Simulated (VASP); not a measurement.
# Al8N7 (a cell with a defect) in VASP: a series of runs

Runs on Al8N7 (a cell with a defect). Level: PBE. Tasks: single point, relaxation of the atoms.

Program: VASP 6.6.1. These are calculated values, not measurements. Logs are shortened: lines on timing, memory, paths and dates and some standing lists are left out, and cuts for length are marked.

## 1. The cell of the first run

The cell holds a defect, 15 atoms: a = 6.227 Å, b = 6.227 Å, c = 6.227 Å, α = 60.00°, β = 60.00°, γ = 60.00°.

## 2. Single point, PBE (atoms taken out, then relaxed in part)

File INCAR:

```
PREC = Accurate
ENCUT = 520
EDIFF = 1E-6
ISMEAR = 0
SIGMA = 0.01
LREAL = Auto
LASPH = True
NELM = 80
ALGO = Normal
ISIF = 2
LWAVE = False
LCHARG = False
GGA = PE
NBANDS = 42
NELECT = 58.0
```

File KPOINTS:

```
Automatic mesh
0
Gamma
  4 4 4
```

File POSCAR:

```
Al8N7
1.0
    0.0000000000      4.4031742015     -4.4031742015
    4.4031742015      4.4031742015      0.0000000000
    4.4031742015      0.0000000000     -4.4031742015
Al N
8 7
Direct
   -0.0036361708     -0.0036361708      0.5109085123
   -0.0027801342      0.5009267114      0.5009267114
    0.5009267114     -0.0027801342      0.5009267114
    0.5009267114      0.5009267114      0.5009267114
   -0.0036361708     -0.0036361708      0.9963638292
   -0.0036361708      0.5109085123      0.9963638292
    0.5109085123     -0.0036361708      0.9963638292
    0.5009267114      0.5009267114      0.9972198658
    0.1259101158      0.6240898842      0.1259101158
    0.6240898842      0.1259101158      0.1259101158
    0.6240898842      0.6240898842      0.1259101158
    0.1259101158      0.1259101158      0.6240898842
    0.1259101158      0.6240898842      0.6240898842
    0.6240898842      0.1259101158      0.6240898842
    0.6250000000      0.6250000000      0.6250000000
```

Potentials or basis: VASP PAW PBE potentials, release 64 (Al, N).

Started as:

```sh
cat potpaw_PBE.64/Al/POTCAR potpaw_PBE.64/N/POTCAR > POTCAR
mpirun -np 1 vasp_std > vasp.out
```

OUTCAR:

```text
PREC = Accurate
   ENCUT = 520
   EDIFF = 1E-6
   ISMEAR = 0
   LREAL = Auto
   LASPH = True
   NELM = 80
   ISIF = 2
   GGA = PE
   NELECT = 58.0

 ion  position               nearest neighbor table
   1  0.996  0.996  0.511-  13 1.89  14 1.89  12 1.89   5 3.02   6 3.02   7 3.02   2 3.11   3 3.11
                             4 3.11   4 3.11   2 3.11   3 3.11   7 3.20   6 3.20   5 3.20
   2  0.997  0.501  0.501-  15 1.89  12 1.91   9 1.91  13 1.91   4 3.09   8 3.09   3 3.09   1 3.11
                             6 3.11   5 3.11   5 3.11   1 3.11   6 3.11   8 3.14   3 3.14   4 3.14
   3  0.501  0.997  0.501-  15 1.89  12 1.91  10 1.91  14 1.91   4 3.09   8 3.09   2 3.09   7 3.11
                             1 3.11   5 3.11   5 3.11   1 3.11   7 3.11   2 3.14   8 3.14   4 3.14
   4  0.501  0.501  0.501-  15 1.89  13 1.91  14 1.91  11 1.91   3 3.09   8 3.09   2 3.09   6 3.11
                             7 3.11   1 3.11   7 3.11   1 3.11   6 3.11   3 3.14   2 3.14   8 3.14
   5  0.996  0.996  0.996-   9 1.89  10 1.89  12 1.89   1 3.02   6 3.02   7 3.02   8 3.11   2 3.11
                             8 3.11   2 3.11   3 3.11   3 3.11   1 3.20   6 3.20   7 3.20
   6  0.996  0.511  0.996-  11 1.89  13 1.89   9 1.89   1 3.02   5 3.02   7 3.02   8 3.11   2 3.11
                             4 3.11   4 3.11   2 3.11   8 3.11   7 3.20   1 3.20   5 3.20
   7  0.511  0.996  0.996-  11 1.89  14 1.89  10 1.89   1 3.02   5 3.02   6 3.02   8 3.11   3 3.11
                             4 3.11   4 3.11   8 3.11   3 3.11   6 3.20   1 3.20   5 3.20
   8  0.501  0.501  0.997-  15 1.89  10 1.91   9 1.91  11 1.91   3 3.09   4 3.09   2 3.09   7 3.11
                             6 3.11   5 3.11   5 3.11   7 3.11   6 3.11   2 3.14   4 3.14   3 3.14
   9  0.126  0.624  0.126-   5 1.89   6 1.89   2 1.91   8 1.91
  10  0.624  0.126  0.126-   5 1.89   7 1.89   8 1.91   3 1.91
  11  0.624  0.624  0.126-   6 1.89   7 1.89   4 1.91   8 1.91
  12  0.126  0.126  0.624-   5 1.89   1 1.89   2 1.91   3 1.91
  13  0.126  0.624  0.624-   6 1.89   1 1.89   4 1.91   2 1.91
  14  0.624  0.126  0.624-   1 1.89   7 1.89   4 1.91   3 1.91
  15  0.625  0.625  0.625-   2 1.89   3 1.89   8 1.89   4 1.89

  LATTYP: Found a face centered cubic cell.
 ALAT       =     8.8063484030

  Lattice vectors:

 A1 = (   0.0000000000,   4.4031742015,  -4.4031742015)
 A2 = (   4.4031742015,   4.4031742015,   0.0000000000)
 A3 = (   4.4031742015,   0.0000000000,  -4.4031742015)

Analysis of symmetry for initial positions (statically):
=====================================================================
 Subroutine PRICEL returns:
 Original cell was already a primitive cell.

 Routine SETGRP: Setting up the symmetry group for a
 face centered cubic supercell.

 Subroutine GETGRP returns: Found 24 space group operations
 (whereof  6 operations were pure point group operations)
 out of a pool of 48 trial point group operations.

The static configuration has the point symmetry C_3v.
 The point group associated with its full space group is T_d .

Analysis of symmetry for dynamics (positions and initial velocities):
=====================================================================
 Subroutine PRICEL returns:
 Original cell was already a primitive cell.

 Routine SETGRP: Setting up the symmetry group for a
 face centered cubic supercell.

 Subroutine GETGRP returns: Found 24 space group operations
 (whereof  6 operations were pure point group operations)
 out of a pool of 48 trial point group operations.

The dynamic configuration has the point symmetry C_3v.
 The point group associated with its full space group is T_d .

 Subroutine INISYM returns: Found 24 space group operations
 (whereof  6 operations are pure point group operations),
 and found     1 'primitive' translations

----------------------------------------------------------------------------------------

                                     Primitive cell

  volume of cell :     170.7370

  direct lattice vectors                    reciprocal lattice vectors
     0.000000000  4.403174201 -4.403174201    -0.113554444  0.113554444 -0.113554444
     4.403174201  4.403174201  0.000000000     0.113554444  0.113554444  0.113554444
     4.403174201  0.000000000 -4.403174201     0.113554444 -0.113554444 -0.113554444

  length of vectors
     6.227028673  6.227028673  6.227028673     0.196682067  0.196682067  0.196682067

  position of ions in fractional coordinates (direct lattice)
     0.996363829  0.996363829  0.510908512
[... 52 lines left out ...]
     0.000000000  0.000000000  0.000000000

 Subroutine IBZKPT returns following result:
 ===========================================

 Found      8 irreducible k-points:

 Following reciprocal coordinates:
            Coordinates               Weight
  0.000000  0.000000  0.000000      1.000000
  0.250000  0.000000  0.000000      8.000000
  0.500000  0.000000  0.000000      4.000000
  0.250000  0.250000  0.000000      6.000000
  0.500000  0.250000  0.000000     24.000000
 -0.250000  0.250000  0.000000     12.000000
  0.500000  0.500000  0.000000      3.000000
 -0.250000  0.500000  0.250000      6.000000
   k-points           NKPTS =      8   k-points in BZ     NKDIM =      8   number of bands    NBANDS=     42
   number of dos      NEDOS =    301   number of ions     NIONS =     15
   total plane-waves  NPLWV = 110592
   dimension x,y,z NGX =    48 NGY =   48 NGZ =   48
   dimension x,y,z NGXF=    96 NGYF=   96 NGZF=   96
   ions per type =               8   7
   NGX,Y,Z   is equivalent  to a cutoff of  12.81, 12.81, 12.81 a.u.
   NGXF,Y,Z  is equivalent  to a cutoff of  25.63, 25.63, 25.63 a.u.
 SYSTEM =  unknown system
   PREC   = accura    normal or accurate (medium, high low for compatibility)
   ISTART =      0    job   : 0-new  1-cont  2-samecut
   ICHARG =      2    charge: 1-file 2-atom 10-const
   ISPIN  =      1    spin polarized calculation?
   LNONCOLLINEAR =      F non collinear calculations
   LSORBIT =      F    spin-orbit coupling
   LASPH  =      T    aspherical Exc in radial PAW
   ENCUT  =  520.0 eV  38.22 Ry    6.18 a.u.  11.58 11.58 11.58*2*pi/ulx,y,z
   NELM   =     80;   NELMIN=  2; NELMDL= -5     # of ELM steps
   EDIFF  = 0.1E-05   stopping-criterion for ELM
   LREAL  =      T    real-space projection
   EDIFFG = 0.1E-04   stopping-criterion for IOM
   NSW    =      0    number of steps for IOM
   IBRION =     -1    ionic relax: 0-MD 1-quasi-New 2-CG
   NFREE  =      0    steps in history (QN), initial steepest desc. (CG)
   ISIF   =      2    stress and relaxation
   ISYM   =      2    0-nonsym 1-usesym 2-fastsym
   POTIM  = 0.5000    time-step for ionic-motion
   TEBEG  =    0.0;   TEEND  =   0.0 temperature during run
   PSTRESS=    0.0 pullay stress
   NELECT =      58.0000    total number of electrons
   NUPDOWN=      -1.0000    fix difference up-down
   EMIN   =  10.00;   EMAX   =-10.00  energy-range for DOS
   EFERMI =   0.00;   METHOD = LEGACY
   ISMEAR =     0;   SIGMA  =   0.01  broadening in eV -4-tet -1-fermi 0-gaus
   EFERMI_NEDOS =   21; number of points for ismear=-14 and -15
   IALGO  =     38    algorithm
   IMIX   =      4    mixing-type and parameters
     AMIX     =   0.40;   BMIX     =  1.00
     AMIX_MAG =   1.60;   BMIX_MAG =  1.00
  volume/ion in A,a.u.               =      11.38        76.81
  Fermi-wavevector in a.u.,A,eV,Ry     =   1.142286  2.158608 17.753126  1.304818
  Thomas-Fermi vector in A             =   2.278985
   LORBIT       =      0    0 simple, 1 ext, 2 COOP (PROOUT), +10 PAW based schemes
   GGA     = PE    functional components
   LHFCALC =     F    Hartree Fock is set to
   AEXX    =    0.0000 exact exchange contribution
   IVDW    =     0    specifies the selected vdW correction
   LEPSILON=     F    determine dielectric tensor
   LRPA    =     F    only Hartree local field effects (RPA)
 non-spin polarized calculation
 Gauss-broadening in eV      SIGMA  =   0.01
  energy-cutoff  :      520.00
  volume of cell :      170.74
 maximum number of plane-waves:      4645
 NGX is ok and might be reduce to    48
   NGX = 23   NGY = 23   NGZ = 23

 number of electron      58.0000006 magnetization

 Free energy of the ion-electron system (eV)
  ---------------------------------------------------
  ext. energy  EPLUGINS =         0.00000000
  ---------------------------------------------------
  free energy    TOTEN  =      -113.77246326 eV

  energy without entropy =     -113.77246326  energy(sigma->0) =     -113.77246326

 E-fermi :   6.4882     XC(G=0): -10.5386

 val. band max:        6.4399565617   @ k =  -0.2500   0.5000   0.2500
 cond. band min:       8.0039497334   @ k =   0.5000   0.5000   0.0000
 fundamental gap:      1.5639931717
 Fermi energy:         6.4882066398

 k-point     1 :       0.0000    0.0000    0.0000
  band No.  band energies     occupation
      1      -9.2001      2.00000
      2      -7.4839      2.00000
      3      -7.4839      2.00000
      4      -7.4839      2.00000
      5      -6.9022      2.00000
      6      -6.8789      2.00000
[... 341 lines left out ...]
     40      13.9999      0.00000
     41      15.5129      0.00000
 [bands above 41 left out]

------------------------ aborting loop because EDIFF is reached ----------------------------------------

  FORCE on cell =-STRESS in cart. coord.  units (eV):
  Direction    XX          YY          ZZ          XY          YZ          ZX
  --------------------------------------------------------------------------------------
  -------------------------------------------------------------------------------------
  Total      -10.6492520    -10.6492520    -10.6492520     -0.0000000     -0.0000000     -0.0000000
  in kB      -99.9314271    -99.9314271    -99.9314271     -0.0000000     -0.0000000     -0.0000000
  external PRESSURE =     -99.9314271 kB  Pullay stress =       0.0000000 kB

 VOLUME and BASIS-vectors are now :
 -----------------------------------------------------------------------------
  energy-cutoff  :      520.00
  volume of cell :      170.74
      direct lattice vectors                 reciprocal lattice vectors
     0.000000000  4.403174201 -4.403174201    -0.113554444  0.113554444 -0.113554444
     4.403174201  4.403174201  0.000000000     0.113554444  0.113554444  0.113554444
     4.403174201  0.000000000 -4.403174201     0.113554444 -0.113554444 -0.113554444

 POSITION                                       TOTAL-FORCE (eV/Angst)
 -----------------------------------------------------------------------------------
      6.63678      8.77433     -6.63678         0.008906     -0.008906     -0.008906
      4.41134      6.59660     -6.59660        -0.006944      0.006944     -0.006944
      6.59660      6.59660     -4.41134         0.006944      0.006944      0.006944
      4.41134      4.41134     -4.41134        -0.006944     -0.006944      0.006944
      8.77433      8.77433     -8.77433        -0.008906     -0.008906      0.008906
      6.63678      6.63678     -8.77433         0.008906      0.008906      0.008906
      8.77433      6.63678     -6.63678        -0.008906      0.008906     -0.008906
      6.59660      4.41134     -6.59660         0.006944     -0.006944     -0.006944
      3.30238      3.30238     -1.10881         0.000000      0.000000     -0.009122
      1.10881      3.30238     -3.30238         0.009122      0.000000      0.000000
      3.30238      5.49595     -3.30238         0.000000     -0.009122      0.000000
      3.30238      1.10881     -3.30238         0.000000      0.009122      0.000000
      5.49595      3.30238     -3.30238        -0.009122      0.000000      0.000000
      3.30238      3.30238     -5.49595         0.000000      0.000000      0.009122
      5.50397      5.50397     -5.50397        -0.000000     -0.000000      0.000000
 -----------------------------------------------------------------------------------
    total drift:                                0.000001      0.000001     -0.000001

  FREE ENERGIE OF THE ION-ELECTRON SYSTEM (eV)
  ---------------------------------------------------
  free  energy   TOTEN  =      -113.7724632619 eV

  energy  without entropy=     -113.7724632619  energy(sigma->0) =     -113.77246326
```

Run time: 85 s. Hardware: 1 thread of Intel Xeon 6975P-C (Granite Rapids), shared host; peak memory 0.33 GiB.

What came out:

```yaml
Free_energy: -113.7725 eV
Largest_force: 0.015 eV/Å
```

Forces on the atoms (eV/Å):
```
Al   0.009 -0.009 -0.009
Al  -0.007  0.007 -0.007
Al   0.007  0.007  0.007
Al  -0.007 -0.007  0.007
Al  -0.009 -0.009  0.009
Al   0.009  0.009  0.009
Al  -0.009  0.009 -0.009
Al   0.007 -0.007 -0.007
N    0.000  0.000 -0.009
N    0.009  0.000  0.000
N    0.000 -0.009  0.000
N    0.000  0.009  0.000
N   -0.009  0.000  0.000
N    0.000  0.000  0.009
N    0.000  0.000  0.000
```

Caveat: the cell carries a net charge on a neutralising background, which shifts energy and pressure; the cell differs from its parent crystal (atoms taken out, then relaxed in part); the cell is charged against a uniform background, so pressure and absolute levels hang on convention.

[end of part 1 of 3]
